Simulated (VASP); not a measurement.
# Pt (P6_3/mmc) in VASP: single point with PBE

Aim: the single point of Pt with PBE.

Everything below comes from runs of VASP 6.6.1. Logs are shortened: lines on timing, memory, paths and dates and some standing lists are left out, and cuts for length are marked.

## 1. The cell of the first run

Symmetry: P6_3/mmc, No. 194, hexagonal system. Conventional cell: a = 2.772 Å, b = 2.772 Å, c = 4.740 Å, α = 90.00°, β = 90.00°, γ = 120.00°. Within 3.7 Å of Pt (site symmetry -6m2) lie 12 Pt at 2.77 to 2.86 Å.

This isn't the form of Pt at room conditions, which is fcc.

## 2. Single point, PBE, non-collinear spin, zero start, spin-orbit coupling

The input, INCAR:

```
  ALGO = Normal
  EDIFF = 1E-6
  ENCUT = 520
  GGA = PE
  GGA_COMPAT = F
  ISIF = 2
  ISMEAR = -1
  LASPH = T
  LCHARG = F
  LMAXMIX = 4
  LORBIT = 11
  LORBMOM = T
  LREAL = F
  LSORBIT = T
  LWAVE = F
  MAGMOM = 0 0 0 0 0 0
  NBANDS = 32
  NELM = 150
  PREC = Accurate
  SIGMA = 0.05
```

The input, KPOINTS:

```
k-points
0
Gamma
  17 17 9
```

The input, POSCAR:

```
Pt
1.0
    2.7721600616      0.0000000000      0.0000000000
   -1.3860800308      2.4007610367      0.0000000000
    0.0000000000      0.0000000000      4.7396433465
Pt
2
Direct
    0.3333333333      0.6666666667      0.2500000000
    0.6666666667      0.3333333333      0.7500000000
```

Potentials or basis: VASP PAW PBE potentials, release 64 (Pt).

Run with:

```
$ cat potpaw_PBE.64/Pt/POTCAR > POTCAR
$ mpirun -np 1 vasp_ncl > vasp.out
```

OUTCAR:

```text
EDIFF = 1E-6
   ENCUT = 520
   GGA = PE
   ISIF = 2
   ISMEAR = -1
   LASPH = T
   LORBIT = 11
   LREAL = F
   LSORBIT = T
   NELM = 150
   PREC = Accurate

 ion  position               nearest neighbor table
   1  0.333  0.667  0.250-   2 2.86   2 2.86   2 2.86   2 2.86   2 2.86   2 2.86
   2  0.667  0.333  0.750-   1 2.86   1 2.86   1 2.86   1 2.86   1 2.86   1 2.86

  LATTYP: Found a hexagonal cell.
 ALAT       =     2.7721600616
 C/A-ratio  =     1.7097293234

  Lattice vectors:

 A1 = (   2.7721600616,   0.0000000000,   0.0000000000)
 A2 = (  -1.3860800308,   2.4007610367,   0.0000000000)
 A3 = (   0.0000000000,   0.0000000000,   4.7396433465)

Analysis of symmetry for initial positions (statically):
=====================================================================
 Subroutine PRICEL returns:
 Original cell was already a primitive cell.

 Routine SETGRP: Setting up the symmetry group for a
 hexagonal supercell.

 Subroutine GETGRP returns: Found 24 space group operations
 (whereof 12 operations were pure point group operations)
 out of a pool of 24 trial point group operations.

The static configuration has the point symmetry D_3d.
 The point group associated with its full space group is D_6h.

Analysis of symmetry for dynamics (positions and initial velocities):
=====================================================================
 Subroutine PRICEL returns:
 Original cell was already a primitive cell.

 Routine SETGRP: Setting up the symmetry group for a
 hexagonal supercell.

 Subroutine GETGRP returns: Found 24 space group operations
 (whereof 12 operations were pure point group operations)
 out of a pool of 24 trial point group operations.

The dynamic configuration has the point symmetry D_3d.
 The point group associated with its full space group is D_6h.

Analysis of structural, dynamic, and magnetic symmetry:
=====================================================================
 Subroutine PRICEL returns:
 Original cell was already a primitive cell.

 Routine SETGRP: Setting up the symmetry group for a
 hexagonal supercell.

 Subroutine GETGRP returns: Found 24 space group operations
 (whereof 12 operations were pure point group operations)
 out of a pool of 24 trial point group operations.

The overall configuration has the point symmetry D_3d.
 The point group associated with its full space group is D_6h.

 Subroutine INISYM returns: Found 24 space group operations
 (whereof 12 operations are pure point group operations),
 and found     1 'primitive' translations

----------------------------------------------------------------------------------------

                                     Primitive cell

  volume of cell :      31.5437

  direct lattice vectors                    reciprocal lattice vectors
     2.772160062  0.000000000  0.000000000     0.360729531  0.208267292  0.000000000
    -1.386080031  2.400761037  0.000000000     0.000000000  0.416534584  0.000000000
     0.000000000  0.000000000  4.739643347     0.000000000  0.000000000  0.210986339

  length of vectors
     2.772160062  2.772160062  4.739643347     0.416534584  0.416534584  0.210986339

  position of ions in fractional coordinates (direct lattice)
     0.333333333  0.666666667  0.250000000
     0.666666667  0.333333333  0.750000000

  ion indices of the primitive-cell ions
   primitive index   ion index
                 1           1
                 2           2

----------------------------------------------------------------------------------------

 KPOINTS: k-points

Automatic generation of k-mesh.
 Grid dimensions read from file:
 generate k-points for:   17   17    9

 Generating k-lattice:

  Cartesian coordinates                     Fractional coordinates (reciprocal lattice)
[... 92 lines left out ...]
  volume of cell :       31.54
 maximum number of plane-waves:      1718
 NGX is ok and might be reduce to    24
   NGX = 11   NGY = 11   NGZ = 17

 number of electron      20.0000000 magnetization       0.0000000      0.0000000      0.0000000

 number of electron      20.0000004 magnetization      -0.0000000     -0.0000000     -0.0000000

 number of electron      20.0000004 magnetization      -0.0000000      0.0000000     -0.0000000

 number of electron      20.0000004 magnetization       0.0000000     -0.0000000      0.0000000

 Free energy of the ion-electron system (eV)
  ---------------------------------------------------
  ext. energy  EPLUGINS =         0.00000000
  ---------------------------------------------------
  free energy    TOTEN  =       -12.89242420 eV

  energy without entropy =      -12.86160994  energy(sigma->0) =      -12.87701707

 E-fermi :  10.4809     XC(G=0): -13.2234

 val. band max:       10.4802362002   @ k =   0.2941   0.0588   0.4444
 cond. band min:      10.4808793230   @ k =   0.2353   0.2353   0.1111
 fundamental gap:      0.0006431228
 Fermi energy:        10.4808538256

 k-point     1 :       0.0000    0.0000    0.0000
  band No.  band energies     occupation
      1       0.7018      1.00000
      2       0.7018      1.00000
      3       3.3625      1.00000
      4       3.3625      1.00000
      5       6.3136      1.00000
      6       6.3136      1.00000
[... 829 lines left out ...]
     31      26.3564      0.00000
     32      26.3564      0.00000

 [... further k-points ...]
[... 5 lines left out ...]
  --------------------------------------------------------------------------------------
  -------------------------------------------------------------------------------------
  Total       -0.0143462     -0.0143462     -0.0430098     -0.0000000      0.0000000      0.0000000
  in kB       -0.7286768     -0.7286768     -2.1845632     -0.0000000      0.0000000      0.0000000
  external PRESSURE =      -1.2139722 kB  Pullay stress =       0.0000000 kB

 VOLUME and BASIS-vectors are now :
 -----------------------------------------------------------------------------
  energy-cutoff  :      520.00
  volume of cell :       31.54
      direct lattice vectors                 reciprocal lattice vectors
     2.772160062  0.000000000  0.000000000     0.360729531  0.208267292  0.000000000
    -1.386080031  2.400761037  0.000000000     0.000000000  0.416534584  0.000000000
     0.000000000  0.000000000  4.739643347     0.000000000  0.000000000  0.210986339

 POSITION                                       TOTAL-FORCE (eV/Angst)
 -----------------------------------------------------------------------------------
     -0.00000      1.60051      1.18491         0.000000      0.000000     -0.000000
      1.38608      0.80025      3.55473        -0.000000     -0.000000      0.000000
 -----------------------------------------------------------------------------------
    total drift:                               -0.000000      0.000000     -0.000000

  FREE ENERGIE OF THE ION-ELECTRON SYSTEM (eV)
  ---------------------------------------------------
  free  energy   TOTEN  =       -12.8924242033 eV

  energy  without entropy=      -12.8616099430  energy(sigma->0) =      -12.87701707

 orbital moment (x)

 # of ion     p       d       tot
 ----------------------------------------
  1         0.000  -0.000  -0.000
  2        -0.000   0.000   0.000
 ----------------------------------------
           -0.000  -0.000  -0.000

 orbital moment (y)

 # of ion     p       d       tot
 ----------------------------------------
  1        -0.000  -0.000  -0.000
  2        -0.000  -0.000  -0.000
 ----------------------------------------
           -0.000  -0.000  -0.000

 orbital moment (z)

 # of ion     p       d       tot
 ----------------------------------------
  1         0.000   0.000   0.000
  2        -0.000   0.000  -0.000
 ----------------------------------------
           -0.000   0.000  -0.000

 Spin-Orbit-Coupling matrix elements

 Ion:    1  E_soc:     -0.7892443
 l=   1
     0.0000000    -0.0308907    -0.0327796
    -0.0308907     0.0000000    -0.0308907
    -0.0327796    -0.0308907     0.0000000
 l=   2
     0.0000000    -0.0206936     0.0000000    -0.0206936    -0.0776857
    -0.0206936     0.0000000    -0.0594167    -0.0207676    -0.0206936
     0.0000000    -0.0594167     0.0000000    -0.0594167     0.0000000
    -0.0206936    -0.0207676    -0.0594167     0.0000000    -0.0206936
    -0.0776857    -0.0206936     0.0000000    -0.0206936     0.0000000
 l=   3
     0.0000000     0.0000000     0.0000000     0.0000000     0.0000000     0.0000000     0.0000000
     0.0000000     0.0000000     0.0000000     0.0000000     0.0000000     0.0000000     0.0000000
     0.0000000     0.0000000     0.0000000     0.0000000     0.0000000     0.0000000     0.0000000
     0.0000000     0.0000000     0.0000000     0.0000000     0.0000000     0.0000000     0.0000000
     0.0000000     0.0000000     0.0000000     0.0000000     0.0000000     0.0000000     0.0000000
     0.0000000     0.0000000     0.0000000     0.0000000     0.0000000     0.0000000     0.0000000
     0.0000000     0.0000000     0.0000000     0.0000000     0.0000000     0.0000000     0.0000000

 Ion:    2  E_soc:     -0.7892443
 l=   1
     0.0000000    -0.0308907    -0.0327796
    -0.0308907     0.0000000    -0.0308907
    -0.0327796    -0.0308907     0.0000000
 l=   2
     0.0000000    -0.0206936     0.0000000    -0.0206936    -0.0776857
    -0.0206936     0.0000000    -0.0594167    -0.0207676    -0.0206936
     0.0000000    -0.0594167     0.0000000    -0.0594167     0.0000000
    -0.0206936    -0.0207676    -0.0594167     0.0000000    -0.0206936
    -0.0776857    -0.0206936     0.0000000    -0.0206936     0.0000000
 l=   3
     0.0000000     0.0000000     0.0000000     0.0000000     0.0000000     0.0000000     0.0000000
     0.0000000     0.0000000     0.0000000     0.0000000     0.0000000     0.0000000     0.0000000
     0.0000000     0.0000000     0.0000000     0.0000000     0.0000000     0.0000000     0.0000000
     0.0000000     0.0000000     0.0000000     0.0000000     0.0000000     0.0000000     0.0000000
     0.0000000     0.0000000     0.0000000     0.0000000     0.0000000     0.0000000     0.0000000
     0.0000000     0.0000000     0.0000000     0.0000000     0.0000000     0.0000000     0.0000000
     0.0000000     0.0000000     0.0000000     0.0000000     0.0000000     0.0000000     0.0000000

 total charge

# of ion       s       p       d       tot
------------------------------------------
    1        0.620   0.577   7.997   9.194
    2        0.620   0.577   7.997   9.194
--------------------------------------------------
tot          1.241   1.153  15.993  18.387

 magnetization (x)

# of ion       s       p       d       tot
------------------------------------------
    1       -0.000   0.000  -0.000  -0.000
    2       -0.000   0.000  -0.000  -0.000
--------------------------------------------------
tot         -0.000   0.000  -0.000  -0.000

 magnetization (y)

# of ion       s       p       d       tot
------------------------------------------
    1        0.000  -0.000   0.000   0.000
    2        0.000  -0.000  -0.000  -0.000
--------------------------------------------------
tot          0.000  -0.000   0.000  -0.000

 magnetization (z)

# of ion       s       p       d       tot
------------------------------------------
    1        0.000   0.000   0.000   0.000
    2        0.000   0.000   0.000   0.000
--------------------------------------------------
tot          0.000   0.000   0.000   0.000
```

It took 3.8 min on 1 thread of Intel Xeon Platinum 8124M at 3.00GHz (Skylake/Cascade Lake), shared host; peak memory 0.39 GiB.

Results:

```
Free energy                                           : -12.8924 eV
Pressure                                              : -0.1 GPa
Net moment                                            : 0.00 μB per cell
Valence electrons inside the program's atomic spheres : Pt 9.19
```

Moments on the atoms (μB; x, y, z):
```
Pt  0.00 0.00 0.00
Pt  0.00 0.00 0.00
```
